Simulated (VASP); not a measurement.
# CdI2 (m.B) in VASP: single point with PBE+D3(BJ)

Aim: the single point of CdI2 (m.B) with PBE+D3(BJ).

Everything below comes from runs of VASP 6.6.1. Logs are shortened: lines on timing, memory, paths and dates and some standing lists are left out, and cuts for length are marked.

### 1 The cell of the first run

The cell holds a sheet with vacuum, 3 atoms: a = 4.243 Å, b = 4.243 Å, c = 30.720 Å, α = 90.00°, β = 90.00°, γ = 120.00°.

### 2 Single point, PBE+D3(BJ)

The input, INCAR:

```
  ALGO = Normal
  DIPOL = 0.5 0.5 0.284
  EDIFF = 1E-6
  ENCUT = 400
  GGA = PE
  GGA_COMPAT = False
  IDIPOL = 3
  ISIF = 2
  ISMEAR = 0
  IVDW = 12
  LASPH = True
  LCHARG = True
  LDIPOL = True
  LELF = True
  LREAL = False
  LVACPOTAV = True
  LVHAR = True
  LWAVE = False
  NBANDS = 20
  NELM = 120
  NELMDL = -8
  PREC = Accurate
  SIGMA = 0.03
```

The input, KPOINTS:

```
k-points
0
Gamma
  12 12 1
```

The input, POSCAR:

```
CdI2
1.0
    4.2433255236      0.0000000000      0.0000000000
   -2.1216627618      3.6748277000      0.0000000000
    0.0000000000      0.0000000000     30.7199999998
I Cd
2 1
Direct
    0.3333333333      0.6666666667      0.2276158266
    0.6666666667      0.3333333333      0.3407435484
    0.0000000000      0.0000000000      0.2841796875
```

Potentials or basis: VASP PAW PBE potentials, release 64 (I, Cd).

Launch:

```sh
$ cat potpaw_PBE.64/I/POTCAR potpaw_PBE.64/Cd/POTCAR > POTCAR
$ mpirun -np 1 vasp_std > vasp.out
```

OUTCAR:

```text
EDIFF = 1E-6
   ENCUT = 400
   GGA = PE
   ISIF = 2
   ISMEAR = 0
   IVDW = 12
   LASPH = True
   LREAL = False
   NELM = 120
   NELMDL = -8
   PREC = Accurate
 IVDW          = 12

 ion  position               nearest neighbor table
   1  0.333  0.667  0.228-   3 3.00   3 3.00   3 3.00
   2  0.667  0.333  0.341-   3 3.00   3 3.00   3 3.00
   3  0.000  0.000  0.284-   1 3.00   2 3.00   2 3.00   1 3.00   2 3.00   1 3.00

  LATTYP: Found a hexagonal cell.
 ALAT       =     4.2433255236
 C/A-ratio  =     7.2396048403

  Lattice vectors:

 A1 = (   4.2433255236,   0.0000000000,   0.0000000000)
 A2 = (  -2.1216627618,   3.6748277000,   0.0000000000)
 A3 = (   0.0000000000,   0.0000000000,  30.7199999998)

Analysis of symmetry for initial positions (statically):
=====================================================================
 Subroutine PRICEL returns:
 Original cell was already a primitive cell.

 Routine SETGRP: Setting up the symmetry group for a
 hexagonal supercell.

 Subroutine GETGRP returns: Found 12 space group operations
 (whereof  6 operations were pure point group operations)
 out of a pool of 24 trial point group operations.

The static configuration has the point symmetry C_3v.
 The point group associated with its full space group is D_3d.

Analysis of symmetry for dynamics (positions and initial velocities):
=====================================================================
 Subroutine PRICEL returns:
 Original cell was already a primitive cell.

 Routine SETGRP: Setting up the symmetry group for a
 hexagonal supercell.

 Subroutine GETGRP returns: Found 12 space group operations
 (whereof  6 operations were pure point group operations)
 out of a pool of 24 trial point group operations.

The dynamic configuration has the point symmetry C_3v.
 The point group associated with its full space group is D_3d.

 Subroutine INISYM returns: Found 12 space group operations
 (whereof  6 operations are pure point group operations),
 and found     1 'primitive' translations

----------------------------------------------------------------------------------------

                                     Primitive cell

  volume of cell :     479.0320

  direct lattice vectors                    reciprocal lattice vectors
     4.243325524  0.000000000  0.000000000     0.235664220  0.136060801  0.000000000
    -2.121662762  3.674827700  0.000000000     0.000000000  0.272121602  0.000000000
     0.000000000  0.000000000 30.720000000     0.000000000  0.000000000  0.032552083

  length of vectors
     4.243325524  4.243325524 30.720000000     0.272121602  0.272121602  0.032552083

  position of ions in fractional coordinates (direct lattice)
     0.333333333  0.666666667  0.227615827
     0.666666667  0.333333333  0.340743548
     0.000000000  0.000000000  0.284179688

  ion indices of the primitive-cell ions
   primitive index   ion index
                 1           1
                 2           2
                 3           3

----------------------------------------------------------------------------------------

 KPOINTS: k-points

Automatic generation of k-mesh.
 Grid dimensions read from file:
 generate k-points for:   12   12    1

 Generating k-lattice:

  Cartesian coordinates                     Fractional coordinates (reciprocal lattice)
     0.019638685  0.011338400  0.000000000     0.083333333  0.000000000  0.000000000
     0.000000000  0.022676800  0.000000000     0.000000000  0.083333333  0.000000000
     0.000000000  0.000000000  0.032552083     0.000000000  0.000000000  1.000000000

  Length of vectors
     0.022676800  0.022676800  0.032552083

  Shift w.r.t. Gamma in fractional coordinates (k-lattice)
     0.000000000  0.000000000  0.000000000

 Subroutine IBZKPT returns following result:
 ===========================================

 Found     19 irreducible k-points:

 Following reciprocal coordinates:
            Coordinates               Weight
  0.000000  0.000000  0.000000      1.000000
  0.083333  0.000000  0.000000      6.000000
  0.166667  0.000000  0.000000      6.000000
  0.250000  0.000000  0.000000      6.000000
  0.333333  0.000000  0.000000      6.000000
  0.416667  0.000000  0.000000      6.000000
[... 11 lines left out ...]
  0.333333  0.250000  0.000000     12.000000
  0.333333  0.333333  0.000000      2.000000
   k-points           NKPTS =     19   k-points in BZ     NKDIM =     19   number of bands    NBANDS=     20
   number of dos      NEDOS =    301   number of ions     NIONS =      3
   total plane-waves  NPLWV = 156800
   dimension x,y,z NGX =    28 NGY =   28 NGZ =  200
   dimension x,y,z NGXF=    56 NGYF=   56 NGZF=  400
   ions per type =               2   1
   NGX,Y,Z   is equivalent  to a cutoff of  10.97, 10.97, 10.82 a.u.
   NGXF,Y,Z  is equivalent  to a cutoff of  21.94, 21.94, 21.65 a.u.
 SYSTEM =  unknown system
   PREC   = accura    normal or accurate (medium, high low for compatibility)
   ISTART =      0    job   : 0-new  1-cont  2-samecut
   ICHARG =      2    charge: 1-file 2-atom 10-const
   ISPIN  =      1    spin polarized calculation?
   LNONCOLLINEAR =      F non collinear calculations
   LSORBIT =      F    spin-orbit coupling
   LASPH  =      T    aspherical Exc in radial PAW
   ENCUT  =  400.0 eV  29.40 Ry    5.42 a.u.   6.92  6.92 50.10*2*pi/ulx,y,z
   NELM   =    120;   NELMIN=  2; NELMDL= -8     # of ELM steps
   EDIFF  = 0.1E-05   stopping-criterion for ELM
   LREAL  =      F    real-space projection
   EDIFFG = 0.1E-04   stopping-criterion for IOM
   NSW    =      0    number of steps for IOM
   IBRION =     -1    ionic relax: 0-MD 1-quasi-New 2-CG
   NFREE  =      0    steps in history (QN), initial steepest desc. (CG)
   ISIF   =      2    stress and relaxation
   ISYM   =      2    0-nonsym 1-usesym 2-fastsym
   POTIM  = 0.5000    time-step for ionic-motion
   TEBEG  =    0.0;   TEEND  =   0.0 temperature during run
   PSTRESS=    0.0 pullay stress
   NELECT =      26.0000    total number of electrons
   NUPDOWN=      -1.0000    fix difference up-down
   EMIN   =  10.00;   EMAX   =-10.00  energy-range for DOS
   EFERMI =   0.00;   METHOD = LEGACY
   ISMEAR =     0;   SIGMA  =   0.03  broadening in eV -4-tet -1-fermi 0-gaus
   EFERMI_NEDOS =   21; number of points for ismear=-14 and -15
   IALGO  =     38    algorithm
   IMIX   =      4    mixing-type and parameters
     AMIX     =   0.40;   BMIX     =  1.00
     AMIX_MAG =   1.60;   BMIX_MAG =  1.00
  volume/ion in A,a.u.               =     159.68      1077.56
  Fermi-wavevector in a.u.,A,eV,Ry     =   0.619837  1.171323  5.227336  0.384198
  Thomas-Fermi vector in A             =   1.678776
   LORBIT       =      0    0 simple, 1 ext, 2 COOP (PROOUT), +10 PAW based schemes
   GGA     = PE    functional components
   LHFCALC =     F    Hartree Fock is set to
   AEXX    =    0.0000 exact exchange contribution
   IVDW    =    12    specifies the selected vdW correction
   LEPSILON=     F    determine dielectric tensor
   LRPA    =     F    only Hartree local field effects (RPA)
 non-spin polarized calculation
 Gauss-broadening in eV      SIGMA  =   0.03
  energy-cutoff  :      400.00
  volume of cell :      479.03
 maximum number of plane-waves:      8731
 NGX is ok and might be reduce to    28
   NGX = 13   NGY = 13   NGZ =101

 dipolmoment           0.000000      0.000000      0.000002 electrons x Angstroem

 number of electron      26.0000013 magnetization

 dipolmoment           0.000000      0.000000     -0.000000 electrons x Angstroem

 Free energy of the ion-electron system (eV)
  ---------------------------------------------------
  ext. energy  EPLUGINS =         0.00000000
  ---------------------------------------------------
  free energy    TOTEN  =        -5.52316145 eV

  energy without entropy =       -5.52316145  energy(sigma->0) =       -5.52316145

 E-fermi :  -4.2506     XC(G=0):  -2.2353

 val. band max:       -4.4355185002   @ k =   0.0833   0.0000   0.0000
 cond. band min:      -1.9998552036   @ k =   0.5000   0.0000   0.0000
 fundamental gap:      2.4356632966
 Fermi energy:        -4.2506273321

 k-point     1 :       0.0000    0.0000    0.0000
  band No.  band energies     occupation
      1     -16.3692      2.00000
      2     -15.8893      2.00000
      3     -11.9712      2.00000
      4     -11.9712      2.00000
      5     -11.8558      2.00000
      6     -11.7829      2.00000
[... 12 lines left out ...]
     19       1.8953      0.00000
     20       1.9166      0.00000

 k-point     2 :       0.0833    0.0000    0.0000
  band No.  band energies     occupation
      1     -16.3365      2.00000
      2     -15.8799      2.00000
      3     -11.9658      2.00000
      4     -11.9573      2.00000
      5     -11.8492      2.00000
      6     -11.7848      2.00000
[... 12 lines left out ...]
     19       2.0085      0.00000
     20       2.0535      0.00000

 k-point     3 :       0.1667    0.0000    0.0000
  band No.  band energies     occupation
      1     -16.2444      2.00000
      2     -15.8543      2.00000
      3     -11.9531      2.00000
      4     -11.9193      2.00000
      5     -11.8303      2.00000
      6     -11.7881      2.00000
[... 12 lines left out ...]
     19       2.3106      0.00000
     20       2.5277      0.00000

 k-point     4 :       0.2500    0.0000    0.0000
  band No.  band energies     occupation
      1     -16.1113      2.00000
      2     -15.8198      2.00000
      3     -11.9410      2.00000
      4     -11.8786      2.00000
      5     -11.7985      2.00000
      6     -11.7808      2.00000
[... 314 lines left out ...]
 k-point    18 :       0.3333    0.2500    0.0000
  band No.  band energies     occupation
      1     -15.7581      2.00000
      2     -15.7412      2.00000
      3     -11.8498      2.00000
      4     -11.8237      2.00000
      5     -11.7682      2.00000
      6     -11.7440      2.00000
[... 12 lines left out ...]
     19       3.7352      0.00000
     20       3.8321      0.00000

 k-point    19 :       0.3333    0.3333    0.0000
  band No.  band energies     occupation
      1     -15.7369      2.00000
      2     -15.7369      2.00000
      3     -11.8156      2.00000
      4     -11.8156      2.00000
      5     -11.7552      2.00000
      6     -11.7424      2.00000
[... 12 lines left out ...]
     19       3.8103      0.00000
     20       3.9606      0.00000

------------------------ aborting loop because EDIFF is reached ----------------------------------------

 vacuum level on the upper side and lower side of the slab       (xc-potential included)        -0.092        -0.090

 Edisp (eV)   -0.74673

 E8    (eV) :    -0.3539

  FORCE on cell =-STRESS in cart. coord.  units (eV):
  Direction    XX          YY          ZZ          XY          YZ          ZX
  --------------------------------------------------------------------------------------
  -------------------------------------------------------------------------------------
  Total      -0.06430    -0.06430    -0.07435     0.00000     0.00000     0.00000
  in kB      -0.21507    -0.21507    -0.24869     0.00000     0.00000     0.00000
  external pressure =       -0.23 kB  Pullay stress =        0.00 kB

 VOLUME and BASIS-vectors are now :
 -----------------------------------------------------------------------------
  energy-cutoff  :      400.00
  volume of cell :      479.03
      direct lattice vectors                 reciprocal lattice vectors
     4.243325524  0.000000000  0.000000000     0.235664220  0.136060801  0.000000000
    -2.121662762  3.674827700  0.000000000     0.000000000  0.272121602  0.000000000
     0.000000000  0.000000000 30.720000000     0.000000000  0.000000000  0.032552083

 POSITION                                       TOTAL-FORCE (eV/Angst)
 -----------------------------------------------------------------------------------
     -0.00000      2.44989      6.99236         0.000000     -0.000000     -0.019062
      2.12166      1.22494     10.46764        -0.000000      0.000000      0.019062
      0.00000      0.00000      8.73000         0.000000      0.000000      0.000000
 -----------------------------------------------------------------------------------
    total drift:                               -0.000000     -0.000000     -0.000048

  FREE ENERGIE OF THE ION-ELECTRON SYSTEM (eV)
  ---------------------------------------------------
  free  energy   TOTEN  =        -6.2698892023 eV

  energy  without entropy=       -6.2698892023  energy(sigma->0) =       -6.26988920

 vacuum level on the upper side and lower side of the slab         1.843         1.843
```

Run time: 3.6 min. Hardware: 1 thread of AMD EPYC 7R43 (Zen 3), shared host; peak memory 0.42 GiB.

What came out:

```yaml
Free_energy: -6.2699 eV
Largest_force: 0.019 eV/Å
Band_gap_on_the_k_mesh: 2.44 eV, indirect (least direct gap 2.66 eV)
Dispersion_energy_per_atom: -0.249 eV
Ionisation_potential_of_the_upper_face: 6.28 eV
```

Forces in eV/Å, atoms in the order of the input:
```
I    0.000  0.000 -0.019
I    0.000  0.000  0.019
Cd   0.000  0.000  0.000
```

Levels at points of the mesh, in eV from the valence-band top:
| k point | band 11 | band 12 | band 13 | band 14 | band 15 | band 16 |
| --- | --- | --- | --- | --- | --- | --- |
| (0.00, 0.00, 0.00) | -0.27 | 0.00 | 0.00 | 2.87 | 4.55 | 5.88 |
| (0.50, 0.00, 0.00) | -1.30 | -0.50 | -0.23 | 2.44 | 5.09 | 6.21 |

Caveat: spin-orbit coupling is left out, which moves the levels of the heavy elements.
